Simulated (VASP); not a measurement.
# Rb2BrCl (R-3m) in VASP: notebook

Rb2BrCl is run at these levels: PBE, r2SCAN; tasks: single point, relaxation of cell and atoms.

Program: VASP 6.6.1. These are calculated values, not measurements. Logs are shortened: lines on timing, memory, paths and dates and some standing lists are left out, and cuts for length are marked.

## Step 1: The cell of the first run

The structure is trigonal, space group R-3m (No. 166). Conventional cell: a = 4.845 Å, b = 4.845 Å, c = 23.790 Å, α = 90.00°, β = 90.00°, γ = 120.00°. Cl (site symmetry -3m) has 6 Rb at 3.38 Å within 4.4 Å. Br (site symmetry -3m) has 6 Rb at 3.48 Å within 4.6 Å. Rb (site symmetry 3m) has 3 Cl at 3.38 Å and 3 Br at 3.48 Å within 4.4 Å.

## Step 2: Single point, PBE

Contents of INCAR:

```
SYSTEM = Rb2BrCl
ALGO     = Normal         ! electronic algorithm
EDIFF    = 1E-7           ! SCF threshold, eV
ENCUT    = 520            ! plane-wave cutoff, eV
GGA      = PE             ! functional
ISIF     = 2              ! what is computed and relaxed
ISMEAR   = -1             ! smearing method
LASPH    = .True.         ! aspherical terms in the spheres
LCHARG   = .False.        ! write CHGCAR
LREAL    = .False.        ! projectors in reciprocal space
LWAVE    = .False.        ! write WAVECAR
NBANDS   = 24             ! bands
NELM     = 80             ! most SCF steps
PREC     = Accurate       ! precision mode
SIGMA    = 0.02           ! smearing width, eV
```

Contents of KPOINTS:

```
k-points
0
Gamma
  6 6 6
  0 0 0
```

Contents of POSCAR:

```
Rb2BrCl
1.0
    2.4226701684      1.3987292739      7.9299544359
   -2.4226701684      1.3987292739      7.9299544359
    0.0000000000     -2.7974585478      7.9299544359
Cl Br Rb
1 1 2
Direct
    1.0000000000      0.0000000000      0.0000000000
    0.5000000000      0.5000000000      0.5000000000
    0.2537624446      0.2537624446      0.2537624446
    0.7462375554      0.7462375554      0.7462375554
```

Potentials or basis: VASP PAW PBE potentials, release 64 (Cl, Br, Rb_sv).

Run with:

```bash
$ cat potpaw_PBE.64/Cl/POTCAR potpaw_PBE.64/Br/POTCAR potpaw_PBE.64/Rb_sv/POTCAR > POTCAR
$ mpirun -np 1 vasp_std > vasp.out
```

OUTCAR:

```text
SYSTEM = Rb2BrCl
   EDIFF = 1E-7
   ENCUT = 520
   GGA = PE
   ISIF = 2
   ISMEAR = -1
   LASPH = .True.
   LREAL = .False.
   NELM = 80
   PREC = Accurate

 ion  position               nearest neighbor table
   1  0.000  0.000  0.000-   4 3.38   4 3.38   3 3.38   3 3.38   4 3.38   3 3.38
   2  0.500  0.500  0.500-   3 3.48   3 3.48   4 3.48   4 3.48   3 3.48   4 3.48
   3  0.254  0.254  0.254-   1 3.38   1 3.38   1 3.38   2 3.48   2 3.48   2 3.48   4 4.71   4 4.71
                             4 4.71   4 5.00   4 5.00   4 5.00
   4  0.746  0.746  0.746-   1 3.38   1 3.38   1 3.38   2 3.48   2 3.48   2 3.48   3 4.71   3 4.71
                             3 4.71   3 5.00   3 5.00   3 5.00

  LATTYP: Found a trigonal (rhomboedric) cell.
 ALAT       =     8.4089209582
 COS(alpha) =     0.8339885517

  Lattice vectors:

 A1 = (   2.4226701684,   1.3987292739,   7.9299544359)
 A2 = (  -2.4226701684,   1.3987292739,   7.9299544359)
 A3 = (   0.0000000000,  -2.7974585478,   7.9299544359)

Analysis of symmetry for initial positions (statically):
=====================================================================
 Subroutine PRICEL returns:
 Original cell was already a primitive cell.

 Routine SETGRP: Setting up the symmetry group for a
 trigonal (rhombohedral) supercell.

 Subroutine GETGRP returns: Found 12 space group operations
 (whereof 12 operations were pure point group operations)
 out of a pool of 12 trial point group operations.

The static configuration has the point symmetry D_3d.

Analysis of symmetry for dynamics (positions and initial velocities):
=====================================================================
 Subroutine PRICEL returns:
 Original cell was already a primitive cell.

 Routine SETGRP: Setting up the symmetry group for a
 trigonal (rhombohedral) supercell.

 Subroutine GETGRP returns: Found 12 space group operations
 (whereof 12 operations were pure point group operations)
 out of a pool of 12 trial point group operations.

The dynamic configuration has the point symmetry D_3d.

 Subroutine INISYM returns: Found 12 space group operations
 (whereof 12 operations are pure point group operations),
 and found     1 'primitive' translations

----------------------------------------------------------------------------------------

                                     Primitive cell

  volume of cell :     161.2315

  direct lattice vectors                    reciprocal lattice vectors
     2.422670168  1.398729274  7.929954436     0.206383851  0.119155772  0.042034710
    -2.422670168  1.398729274  7.929954436    -0.206383851  0.119155772  0.042034710
     0.000000000 -2.797458548  7.929954436     0.000000000 -0.238311544  0.042034710

  length of vectors
     8.408920958  8.408920958  8.408920958     0.241990308  0.241990308  0.241990308

  position of ions in fractional coordinates (direct lattice)
     0.000000000  0.000000000  0.000000000
     0.500000000  0.500000000  0.500000000
     0.253762445  0.253762445  0.253762445
     0.746237555  0.746237555  0.746237555

  ion indices of the primitive-cell ions
   primitive index   ion index
                 1           1
                 2           2
                 3           3
                 4           4

----------------------------------------------------------------------------------------

 KPOINTS: k-points

Automatic generation of k-mesh.
 Grid dimensions read from file:
 generate k-points for:    6    6    6

 Generating k-lattice:

  Cartesian coordinates                     Fractional coordinates (reciprocal lattice)
     0.034397309  0.019859295  0.007005785     0.166666667  0.000000000  0.000000000
    -0.034397309  0.019859295  0.007005785     0.000000000  0.166666667  0.000000000
     0.000000000 -0.039718591  0.007005785     0.000000000  0.000000000  0.166666667

  Length of vectors
     0.040331718  0.040331718  0.040331718

  Shift w.r.t. Gamma in fractional coordinates (k-lattice)
     0.000000000  0.000000000  0.000000000

 Subroutine IBZKPT returns following result:
 ===========================================

 Found     32 irreducible k-points:

 Following reciprocal coordinates:
            Coordinates               Weight
  0.000000  0.000000  0.000000      1.000000
  0.166667  0.000000  0.000000      6.000000
  0.333333 -0.000000  0.000000      6.000000
  0.500000 -0.000000  0.000000      3.000000
  0.166667  0.166667  0.000000      6.000000
  0.333333  0.166667  0.000000     12.000000
[... 16 lines left out ...]
  0.500000  0.500000  0.166667      6.000000
 -0.333333  0.500000  0.166667     12.000000
 [... further k-points ...]
   k-points           NKPTS =     32   k-points in BZ     NKDIM =     32   number of bands    NBANDS=     24
   number of dos      NEDOS =    301   number of ions     NIONS =      4
   total plane-waves  NPLWV = 262144
   dimension x,y,z NGX =    64 NGY =   64 NGZ =   64
   dimension x,y,z NGXF=   128 NGYF=  128 NGZF=  128
[... 60 lines left out ...]
 cond. band min:       2.4608808298   @ k =   0.0000   0.0000   0.0000
 fundamental gap:      4.3400287816
 Fermi energy:        -1.4672442620

 k-point     1 :       0.0000    0.0000    0.0000
  band No.  band energies     occupation
      1     -26.3577      2.00000
      2     -26.3484      2.00000
      3     -14.2132      2.00000
      4     -13.9645      2.00000
      5     -10.4277      2.00000
      6     -10.4277      2.00000
[... 16 lines left out ...]
     23       6.4539      0.00000
     24       6.4539      0.00000

 k-point     2 :       0.1667    0.0000    0.0000
  band No.  band energies     occupation
      1     -26.3556      2.00000
      2     -26.3476      2.00000
      3     -14.2087      2.00000
      4     -13.9578      2.00000
      5     -10.4755      2.00000
      6     -10.4372      2.00000
[... 16 lines left out ...]
     23       6.6490      0.00000
     24       6.8842      0.00000

 k-point     3 :       0.3333   -0.0000    0.0000
  band No.  band energies     occupation
      1     -26.3511      2.00000
      2     -26.3465      2.00000
      3     -14.2022      2.00000
      4     -13.9414      2.00000
      5     -10.5414      2.00000
      6     -10.4555      2.00000
[... 16 lines left out ...]
     23       6.9687      0.00000
     24       7.0612      0.00000

 k-point     4 :       0.5000   -0.0000    0.0000
  band No.  band energies     occupation
      1     -26.3479      2.00000
      2     -26.3469      2.00000
      3     -14.1987      2.00000
      4     -13.9336      2.00000
      5     -10.5202      2.00000
      6     -10.4884      2.00000
[... 16 lines left out ...]
     23       7.2341      0.00000
     24       7.6361      0.00000

 k-point     5 :       0.1667    0.1667    0.0000
  band No.  band energies     occupation
      1     -26.3555      2.00000
      2     -26.3478      2.00000
      3     -14.2087      2.00000
      4     -13.9579      2.00000
      5     -10.4645      2.00000
      6     -10.4427      2.00000
[... 16 lines left out ...]
     23       6.8039      0.00000
     24       6.8146      0.00000

 k-point     6 :       0.3333    0.1667    0.0000
  band No.  band energies     occupation
      1     -26.3521      2.00000
      2     -26.3469      2.00000
      3     -14.2039      2.00000
      4     -13.9454      2.00000
      5     -10.5086      2.00000
      6     -10.4966      2.00000
[... 16 lines left out ...]
     23       6.8053      0.00000
     24       7.0624      0.00000
[... 379 lines left out ...]
 k-point    21 :      -0.3333    0.3333    0.1667
  band No.  band energies     occupation
      1     -26.3479      2.00000
      2     -26.3469      2.00000
      3     -14.1990      2.00000
      4     -13.9333      2.00000
      5     -10.5176      2.00000
      6     -10.4907      2.00000
[... 16 lines left out ...]
     23       7.1825      0.00000
     24       7.6815      0.00000

 k-point    22 :      -0.1667    0.3333    0.1667
  band No.  band energies     occupation
      1     -26.3488      2.00000
      2     -26.3460      2.00000
      3     -14.2003      2.00000
      4     -13.9312      2.00000
      5     -10.5643      2.00000
      6     -10.5132      2.00000
[... 16 lines left out ...]
     23       7.0446      0.00000
     24       7.1860      0.00000

 k-point    23 :       0.5000    0.5000    0.1667
  band No.  band energies     occupation
      1     -26.3502      2.00000
      2     -26.3474      2.00000
      3     -14.2042      2.00000
      4     -13.9395      2.00000
      5     -10.5238      2.00000
      6     -10.4739      2.00000
[... 16 lines left out ...]
     23       7.3407      0.00000
     24       7.3960      0.00000

 k-point    24 :      -0.3333    0.5000    0.1667
  band No.  band energies     occupation
      1     -26.3482      2.00000
      2     -26.3466      2.00000
      3     -14.2000      2.00000
      4     -13.9321      2.00000
      5     -10.5475      2.00000
      6     -10.4729      2.00000
[... 16 lines left out ...]
     23       7.4685      0.00000
     24       7.5174      0.00000

 [... further k-points ...]
[... 5 lines left out ...]
  --------------------------------------------------------------------------------------
  -------------------------------------------------------------------------------------
  Total        0.0097544      0.0097544      0.0112260      0.0000000      0.0000000      0.0000000
  in kB        0.0969311      0.0969311      0.1115538      0.0000000      0.0000000      0.0000000
  external PRESSURE =       0.1018053 kB  Pullay stress =       0.0000000 kB

 VOLUME and BASIS-vectors are now :
 -----------------------------------------------------------------------------
  energy-cutoff  :      520.00
  volume of cell :      161.23
      direct lattice vectors                 reciprocal lattice vectors
     2.422670168  1.398729274  7.929954436     0.206383851  0.119155772  0.042034710
    -2.422670168  1.398729274  7.929954436    -0.206383851  0.119155772  0.042034710
     0.000000000 -2.797458548  7.929954436     0.000000000 -0.238311544  0.042034710

 POSITION                                       TOTAL-FORCE (eV/Angst)
 -----------------------------------------------------------------------------------
      0.00000      0.00000      0.00000        -0.000000     -0.000000      0.000000
      0.00000      0.00000     11.89493         0.000000      0.000000      0.000000
      0.00000      0.00000      6.03697        -0.000000     -0.000000     -0.000289
      0.00000      0.00000     17.75289        -0.000000     -0.000000      0.000289
 -----------------------------------------------------------------------------------
    total drift:                                0.000000      0.000000     -0.000000

  FREE ENERGIE OF THE ION-ELECTRON SYSTEM (eV)
  ---------------------------------------------------
  free  energy   TOTEN  =       -12.7802773351 eV

  energy  without entropy=      -12.7802773351  energy(sigma->0) =      -12.78027734
```

It took 2.3 min on 1 thread of Intel Xeon 6975P-C (Granite Rapids), shared host; peak memory 0.61 GiB.

What came out:

```yaml
Free_energy: -12.7803 eV
Pressure: 0.0 GPa
Band_gap_on_the_k_mesh: 4.34 eV
```

Levels at points of the mesh, in eV from the valence-band top:
```csv
k point,band 12,band 13,band 14,band 15,band 16,band 17,band 18,band 19,band 20,band 21
"(0.00, 0.00, 0.00)",-0.60,-0.60,-0.13,0.00,0.00,4.34,6.88,7.44,7.44,7.44
"(0.50, 0.00, 0.00)",-0.62,-0.60,-0.56,-0.28,-0.14,6.53,6.61,6.99,7.42,8.95
"(0.50, 0.50, 0.00)",-0.65,-0.61,-0.40,-0.22,-0.12,5.79,6.92,7.17,7.43,8.97
"(0.50, 0.50, 0.50)",-0.56,-0.56,-0.47,-0.04,-0.04,5.50,5.58,7.00,7.46,8.10
```

A k mesh can miss the band edges.

(Continued in part 2 of 2.)
